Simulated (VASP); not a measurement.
# TiSi8O16 (a cell with a defect) in VASP: notebook

Runs on TiSi8O16 (a cell with a defect). Level: r2SCAN+D3(BJ). Tasks: single point.

All numbers are computed with VASP 6.6.1; they aren't measurements. Logs are shortened: lines on timing, memory, paths and dates and some standing lists are left out, and cuts for length are marked.

**1. The cell of the first run**

The cell holds a defect, 25 atoms: a = 5.908 Å, b = 5.908 Å, c = 5.331 Å, α = 90.00°, β = 90.00°, γ = 90.00°.

**2. Single point, r2SCAN+D3(BJ)**

Input file POSCAR:

```
TiSi8O16
1.0
   -4.1773000000     -4.1773000000      0.0000000000
    4.1773000000     -4.1773000000      0.0000000000
    0.0000000000      0.0000000000      5.3310000000
Si O Ti
8 16 1
Direct
    0.4784664359      0.4794600734      0.0110384015
    0.0082703338      0.4864133480      0.2742598334
    0.4979483692      0.4951115621      0.5117188020
    0.0020842973      0.4970188851      0.7513159267
    0.0182796352      0.0524513497     -0.0103863464
    0.4824324588      0.0061696791      0.2498961274
   -0.0036577924     -0.0167687213      0.5034406843
    0.4977911713      0.0164073763      0.7386931452
    0.1871076842      0.4962132043      0.0089496235
    0.0174453783      0.1952110659      0.2659381335
    0.8065245522      0.4724436124      0.0094371503
    0.0098606574      0.7694730687      0.2975580778
    0.1992934858      0.4994940039      0.5147141782
    0.0336552758      0.2006002972      0.7284659959
    0.7987736119      0.4757524425      0.5125868868
   -0.0129164121      0.7919724715      0.7461128799
    0.7074177611      0.0923117354     -0.0820007787
    0.4899976869      0.6626360701      0.2651235851
    0.3001419375      0.0020853871     -0.0087195520
    0.4847646313      0.2926828345      0.2572716547
    0.6976660784      0.0000666913      0.4951689554
    0.5128672113      0.6975678167      0.7710509375
    0.3056551015     -0.0170340581      0.5020234836
    0.4661302090      0.3144290274      0.7470875587
    0.7569279402      0.8014588767      0.0584574558
```

Input file INCAR.step1:

```
SYSTEM = TiSi8O16
ALGO = Normal ; EDIFF = 1E-4
ENCUT = 520 ; GGA = PE
ISMEAR = -1 ; LASPH = .True.
LCHARG = .False. ; LREAL = Auto
LWAVE = .True. ; NBANDS = 88
NELM = 100 ; PREC = Accurate
SIGMA = 0.02
```

Input file INCAR.step2:

```
SYSTEM = TiSi8O16
ALGO = Normal ; EDIFF = 1E-7
ENCUT = 520 ; ISIF = 2
ISMEAR = -1 ; ISTART = 1
IVDW = 12 ; LASPH = .True.
LCHARG = .False. ; LMIXTAU = .True.
LREAL = Auto ; LWAVE = .False.
METAGGA = R2SCAN ; NBANDS = 88
NELM = 100 ; PREC = Accurate
SIGMA = 0.02 ; VDW_A1 = 0.49484001
VDW_A2 = 5.73083694 ; VDW_S6 = 1.0
VDW_S8 = 0.78981345
```

Input file KPOINTS:

```
k-points
0
Gamma
  2 2 2
  0 0 0
```

Potentials or basis: VASP PAW PBE potentials, release 64 (Si, O, Ti_sv).

Command:

```sh
$ cat potpaw_PBE.64/Si/POTCAR potpaw_PBE.64/O/POTCAR potpaw_PBE.64/Ti_sv/POTCAR > POTCAR
$ cp INCAR.step1 INCAR
$ mpirun -np 1 vasp_std > vasp.out
$ cp INCAR.step2 INCAR
$ mpirun -np 1 vasp_std > vasp.out
```

OUTCAR:

```text
SYSTEM = TiSi8O16
   EDIFF = 1E-7
   ENCUT = 520
   ISIF = 2
   ISMEAR = -1
   ISTART = 1
   IVDW = 12
   LASPH = .True.
   LREAL = Auto
   METAGGA = R2SCAN
   NELM = 100
   PREC = Accurate
 IVDW          = 12

 ion  position               nearest neighbor table
   1  0.478  0.479  0.011-  24 1.71  20 1.72   9 1.72  18 1.74  22 1.83  11 1.94  25 2.53   3 2.67
                             3 2.67   6 3.07   8 3.10   2 3.11   4 3.14
   2  0.008  0.486  0.274-  12 1.68  13 1.71  10 1.72   9 1.77  15 1.77  11 1.85   4 2.54  25 2.64
                             4 2.79   5 2.98   1 3.11
   3  0.498  0.495  0.512-  18 1.65  24 1.66  13 1.76  15 1.78  20 1.81  22 1.83   1 2.67   1 2.67
                             8 3.08
   4  0.002  0.497  0.751-  13 1.72  16 1.74  15 1.75   9 1.76  14 1.77  11 1.80   2 2.54   2 2.79
                            25 2.83   5 2.92   1 3.14
   5  0.018  0.052  0.990-  14 1.65  19 1.69  10 1.70  17 1.89  16 2.02  25 2.17  12 2.34   7 2.63
                             7 2.77   4 2.92   2 2.98   6 3.09   8 3.14
   6  0.482  0.006  0.250-  20 1.69  23 1.71  19 1.75  21 1.82  18 2.03  25 2.27  17 2.27   8 2.61
                             8 2.73   1 3.07   5 3.09
   7  0.996  0.983  0.503-  12 1.68  16 1.72  21 1.77  14 1.77  10 1.79  23 1.83   5 2.63   5 2.77
                            25 2.96
   8  0.498  0.016  0.739-  17 1.63  23 1.71  21 1.76  24 1.77  19 1.78  22 1.89   6 2.61  25 2.62
                             6 2.73   3 3.08   1 3.10   5 3.14
   9  0.187  0.496  0.009-   1 1.72   4 1.76   2 1.77
  10  0.017  0.195  0.266-   5 1.70   2 1.72   7 1.79
  11  0.807  0.472  0.009-   4 1.80   2 1.85   1 1.94  25 1.98
  12  0.010  0.769  0.298-   7 1.68   2 1.68  25 1.97   5 2.34
  13  0.199  0.499  0.515-   2 1.71   4 1.72   3 1.76
  14  0.034  0.201  0.728-   5 1.65   4 1.77   7 1.77
  15  0.799  0.476  0.513-   4 1.75   2 1.77   3 1.78
  16  0.987  0.792  0.746-   7 1.72   4 1.74   5 2.02  25 2.15
  17  0.707  0.092  0.918-   8 1.63   5 1.89  25 1.90   6 2.27
  18  0.490  0.663  0.265-   3 1.65   1 1.74   6 2.03  25 2.09
  19  0.300  0.002  0.991-   5 1.69   6 1.75   8 1.78
  20  0.485  0.293  0.257-   6 1.69   1 1.72   3 1.81
  21  0.698  0.000  0.495-   8 1.76   7 1.77   6 1.82
  22  0.513  0.698  0.771-   1 1.83   3 1.83   8 1.89  25 2.19
  23  0.306  0.983  0.502-   6 1.71   8 1.71   7 1.83
  24  0.466  0.314  0.747-   3 1.66   1 1.71   8 1.77
  25  0.757  0.801  0.058-  17 1.90  12 1.97  11 1.98  18 2.09  16 2.15   5 2.17  22 2.19   6 2.27
                             1 2.53   8 2.62   2 2.64   4 2.83   7 2.96

  LATTYP: Found a simple tetragonal cell.
 ALAT       =     5.9075943141
 C/A-ratio  =     0.9023977810

  Lattice vectors:

 A1 = (  -4.1773000000,  -4.1773000000,   0.0000000000)
 A2 = (   4.1773000000,  -4.1773000000,   0.0000000000)
 A3 = (   0.0000000000,   0.0000000000,   5.3310000000)

[... 164 lines left out ...]
   TEBEG  =    0.0;   TEEND  =   0.0 temperature during run
   PSTRESS=    0.0 pullay stress
   NELECT =     140.0000    total number of electrons
   NUPDOWN=      -1.0000    fix difference up-down
   EMIN   =  10.00;   EMAX   =-10.00  energy-range for DOS
   EFERMI =   0.00;   METHOD = LEGACY
   ISMEAR =    -1;   SIGMA  =   0.02  broadening in eV -4-tet -1-fermi 0-gaus
   EFERMI_NEDOS =   21; number of points for ismear=-14 and -15
   IALGO  =     38    algorithm
   IMIX   =      4    mixing-type and parameters
     AMIX     =   0.40;   BMIX     =  1.00
     AMIX_MAG =   1.60;   BMIX_MAG =  1.00
  volume/ion in A,a.u.               =       7.44        50.22
  Fermi-wavevector in a.u.,A,eV,Ry     =   1.489044  2.813885 30.167542  2.217252
  Thomas-Fermi vector in A             =   2.602002
   LORBIT       =      0    0 simple, 1 ext, 2 COOP (PROOUT), +10 PAW based schemes
   METAGGA = R2SCAN    functional components
   LHFCALC =     F    Hartree Fock is set to
   AEXX    =    0.0000 exact exchange contribution
   IVDW    =    12    specifies the selected vdW correction
   LEPSILON=     F    determine dielectric tensor
   LRPA    =     F    only Hartree local field effects (RPA)
 non-spin polarized calculation
  energy-cutoff  :      520.00
  volume of cell :      186.05
 maximum number of plane-waves:      5032
 NGX is ok and might be reduce to    48
   NGX = 21   NGY = 21   NGZ = 19

 number of electron     139.9999995 magnetization

 Free energy of the ion-electron system (eV)
  ---------------------------------------------------
  ext. energy  EPLUGINS =         0.00000000
  ---------------------------------------------------
  free energy    TOTEN  =      -235.93552960 eV

  energy without entropy =     -235.93552960  energy(sigma->0) =     -235.93552960

 E-fermi :  13.9791     XC(G=0): -13.3402

 val. band max:       13.4820467885   @ k =   0.5000   0.5000   0.5000
 cond. band min:      14.4171373998   @ k =   0.0000   0.0000   0.0000
 fundamental gap:      0.9350906113
 Fermi energy:        13.9791054944

 k-point     1 :       0.0000    0.0000    0.0000
  band No.  band energies     occupation
      1     -45.4814      2.00000
      2     -21.3492      2.00000
      3     -21.2259      2.00000
      4     -20.9541      2.00000
      5     -15.0893      2.00000
      6     -13.2338      2.00000
[... 669 lines left out ...]
     81      19.4412      0.00000
     82      19.5500      0.00000
 [bands above 82 left out]

------------------------ aborting loop because EDIFF is reached ----------------------------------------

 Edisp (eV)   -3.27743

 E8    (eV) :    -0.8794

  FORCE on cell =-STRESS in cart. coord.  units (eV):
  Direction    XX          YY          ZZ          XY          YZ          ZX
  --------------------------------------------------------------------------------------
  -------------------------------------------------------------------------------------
  Total      47.77935    35.16138    45.32766    -8.58201     7.24734   -14.45433
  in kB     411.45352   302.79349   390.34071   -73.90428    62.41070  -124.47396
  external pressure =      368.20 kB  Pullay stress =        0.00 kB

 VOLUME and BASIS-vectors are now :
 -----------------------------------------------------------------------------
  energy-cutoff  :      520.00
  volume of cell :      186.05
      direct lattice vectors                 reciprocal lattice vectors
    -4.177300000 -4.177300000  0.000000000    -0.119694540 -0.119694540  0.000000000
     4.177300000 -4.177300000  0.000000000     0.119694540 -0.119694540  0.000000000
     0.000000000  0.000000000  5.331000000     0.000000000  0.000000000  0.187582067

 POSITION                                       TOTAL-FORCE (eV/Angst)
 -----------------------------------------------------------------------------------
      0.00415     -4.00155      0.05885        -0.019510      0.005829     -0.012836
      1.99735     -2.06644      1.46208        -0.036421      0.010779     -0.020338
     -0.01185     -4.14831      2.72797        -0.000031      0.012336      0.008080
      2.06749     -2.08490      4.00527        -0.023600     -0.002131      0.015978
      0.14275     -0.29546      5.27563        -0.017434      0.022972      0.044070
     -1.98949     -2.04104      1.33220        -0.018971      0.024769     -0.014468
[... 17 lines left out ...]
     -0.63370     -3.26063      3.98272        -0.019709      0.015433      0.014806
      0.18602     -6.50985      0.31164         0.025141     -0.013264      0.022390
 -----------------------------------------------------------------------------------
    total drift:                               -0.005690     -0.019745     -0.029869

  FREE ENERGIE OF THE ION-ELECTRON SYSTEM (eV)
  ---------------------------------------------------
  free  energy   TOTEN  =      -239.2129570699 eV

  energy  without entropy=     -239.2129570699  energy(sigma->0) =     -239.21295707
```

OUTCAR.step1:

```text
SYSTEM = TiSi8O16
   EDIFF = 1E-4
   ENCUT = 520
   GGA = PE
   ISMEAR = -1
   LASPH = .True.
   LREAL = Auto
   NELM = 100
[... 965 lines left out ...]
     -1.98949     -2.04104      1.33220        -0.180054      0.046168     -0.242521
[... 17 lines left out ...]
     -0.63370     -3.26063      3.98272        -0.057883      0.154966      0.042370
      0.18602     -6.50985      0.31164        -0.170298      0.209197     -0.010943
 -----------------------------------------------------------------------------------
    total drift:                               -0.009667     -0.012994     -0.028855

  FREE ENERGIE OF THE ION-ELECTRON SYSTEM (eV)
  ---------------------------------------------------
  free  energy   TOTEN  =      -180.6513731246 eV

  energy  without entropy=     -180.6513728225  energy(sigma->0) =     -180.65137297
```

Run time: 9.1 min. Hardware: 1 thread of Intel Xeon 6975P-C, shared host; peak memory 0.36 GiB.

Results:

```
Free energy                : -239.2130 eV
Pressure                   : 36.8 GPa
Largest force              : 0.104 eV/Å
Band gap on the k mesh     : 0.94 eV
Dispersion energy per atom : -0.131 eV
```

Forces in eV/Å, atoms in the order of the input:
```
Si  -0.020  0.006 -0.013
Si  -0.036  0.011 -0.020
Si   0.000  0.012  0.008
Si  -0.024 -0.002  0.016
Si  -0.017  0.023  0.044
Si  -0.019  0.025 -0.014
Si   0.017 -0.058 -0.005
Si   0.047  0.054 -0.013
O    0.018  0.030 -0.004
O    0.006 -0.002  0.003
O   -0.048  0.032 -0.014
O   -0.014 -0.019  0.011
O   -0.022 -0.032  0.005
O    0.013 -0.017 -0.013
O    0.020  0.017  0.000
O   -0.033  0.021 -0.010
O    0.044 -0.093 -0.011
O    0.030 -0.001  0.005
O    0.006 -0.006 -0.019
O   -0.002  0.005  0.019
O   -0.012 -0.017  0.020
O    0.025 -0.005 -0.026
O    0.016  0.015 -0.006
O   -0.020  0.015  0.015
Ti   0.025 -0.013  0.022
```

Caveat: the k points lie up to 0.59 Å⁻¹ apart; the PAW data sets were made with another functional, which shifts forces and pressure a little.

**3. Single point, r2SCAN+D3(BJ)**

Input file POSCAR:

```
TiSi8O16
1.0
   -4.1773000000     -4.1773000000      0.0000000000
    4.1773000000     -4.1773000000      0.0000000000
    0.0000000000      0.0000000000      5.3310000000
Si O Ti
8 16 1
Direct
    0.4867030258      0.4904888334      0.0247443409
   -0.0166975359      0.5028881792      0.2539112571
    0.4973283047      0.4971466400      0.5017501440
    0.0529233108      0.4812998832      0.7398638831
    0.0058995764      0.0177951213     -0.0001237667
    0.4949923980      0.0011821890      0.2621201749
    0.0159455642      0.0010207169      0.4889698479
    0.4794854951      0.0204838839      0.7614150643
    0.1955010271      0.4816467557      0.0163073716
   -0.0169744700      0.1935740078      0.2525061942
    0.7696481252      0.4884091238      0.0479189100
   -0.0002627335      0.8012666181      0.2448051413
    0.2008413957      0.4654095716      0.4785720228
    0.0022908154      0.1992781803      0.7413208146
    0.7920883403      0.5123445636      0.4967827364
    0.0920694001      0.7910642380      0.6679436099
    0.6625751123      0.0094023941      0.0156529976
    0.4760850461      0.7002373308      0.2627796117
    0.2926218655      0.0144331145      0.0076058041
    0.4996490096      0.2997604485      0.2653492681
    0.6977674649     -0.0137601278      0.5215629154
    0.4728097871      0.6926449921      0.7598744255
    0.3144001218      0.0327050633      0.4974927218
    0.4962187905      0.3120290684      0.7592381649
    0.8018083029      0.7422170503     -0.1901726256
```

Input file INCAR.step1:

```
PREC = Accurate ; ENCUT = 520
ISMEAR = -1 ; SIGMA = 0.02
LREAL = Auto ; LASPH = T
NELM = 60 ; NBANDS = 88
GGA = PE ; ALGO = Normal
EDIFF = 1E-4 ; LWAVE = T
LCHARG = F
```

Input file INCAR.step2:

```
PREC = Accurate ; ENCUT = 520
EDIFF = 1E-6 ; ISMEAR = -1
SIGMA = 0.02 ; LREAL = Auto
LASPH = T ; NELM = 60
ALGO = Normal ; ISIF = 2
LWAVE = F ; LCHARG = T
METAGGA = R2SCAN ; LMIXTAU = T
IVDW = 12 ; VDW_S6 = 1.0
VDW_S8 = 0.78981345 ; VDW_A1 = 0.49484001
VDW_A2 = 5.73083694 ; LELF = T
LVHAR = T ; NBANDS = 88
ISTART = 1
```

Input file KPOINTS:

```
Automatic mesh
0
Gamma
  2 2 2
```

Potentials or basis: VASP PAW PBE potentials, release 64 (Si, O, Ti_sv).

Command:

```sh
$ cat potpaw_PBE.64/Si/POTCAR potpaw_PBE.64/O/POTCAR potpaw_PBE.64/Ti_sv/POTCAR > POTCAR
$ cp INCAR.step1 INCAR
$ mpirun -np 1 vasp_std > vasp.out
$ cp INCAR.step2 INCAR
$ mpirun -np 1 vasp_std > vasp.out
```

Wall time 10 min (1 thread of Intel Xeon 6975P-C, shared host); peak memory 0.36 GiB.

The run converged. Its results:

- Free energy: -239.2127 eV
- Pressure: 36.8 GPa
- Largest force: 0.110 eV/Å
- Band gap on the k mesh: 0.96 eV
- Dispersion energy per atom: -0.131 eV

Forces on the atoms (eV/Å):
```
Si   0.028  0.039 -0.031
Si  -0.068 -0.011 -0.020
Si  -0.001  0.034  0.015
Si   0.017  0.027  0.041
Si  -0.003  0.012 -0.003
Si   0.008  0.004  0.009
Si   0.044 -0.068 -0.022
Si   0.019  0.006 -0.012
O   -0.003  0.000 -0.003
O    0.005 -0.007  0.006
O   -0.010  0.003  0.015
O    0.000  0.002  0.032
O   -0.015 -0.017 -0.002
O    0.000 -0.013 -0.020
O    0.009  0.029 -0.012
O   -0.083 -0.071 -0.019
O   -0.012 -0.033  0.001
O    0.026 -0.036  0.009
O    0.012  0.015  0.012
O   -0.039  0.036  0.012
O   -0.007 -0.016 -0.028
O    0.046  0.044 -0.016
O    0.019  0.040  0.024
O    0.011 -0.001 -0.003
Ti  -0.004 -0.017  0.016
```

Stress tensor (GPa, compression positive):
```
30.29  7.27  6.29
 7.27 41.10 12.55
 6.29 12.55 38.87
```

Levels at points of the mesh, in eV from the valence-band top:
```
           k point  band 66  band 67  band 68  band 69  band 70  band 71  band 72  band 73  band 74  band 75
(0.00, 0.00, 0.00)    -5.44    -5.36    -4.90    -1.21    -0.82     0.96     1.94     2.24     2.99     3.18
(0.50, 0.00, 0.00)    -5.94    -5.51    -5.22    -1.08    -0.63     0.98     2.12     2.75     3.12     3.51
(0.00, 0.50, 0.00)    -5.69    -5.31    -5.23    -1.19    -0.46     1.08     2.43     2.91     3.15     3.46
(0.50, 0.50, 0.00)    -5.92    -5.39    -5.10    -1.16    -0.40     1.06     2.44     3.04     3.38     3.69
(0.00, 0.00, 0.50)    -5.82    -5.53    -5.09    -0.94    -0.22     1.35     2.57     3.19     3.54     3.64
(0.50, 0.00, 0.50)    -5.74    -5.58    -5.15    -0.93    -0.18     1.33     2.53     2.98     3.58     3.69
(0.00, 0.50, 0.50)    -5.67    -5.53    -5.24    -1.02    -0.04     1.36     2.60     3.34     3.86     3.91
(0.50, 0.50, 0.50)    -5.97    -5.56    -5.39    -0.93     0.00     1.36     2.63     3.17     4.04     4.28
```

Caveat: the k points lie up to 0.59 Å⁻¹ apart; the PAW data sets were made with another functional, which shifts forces and pressure a little.
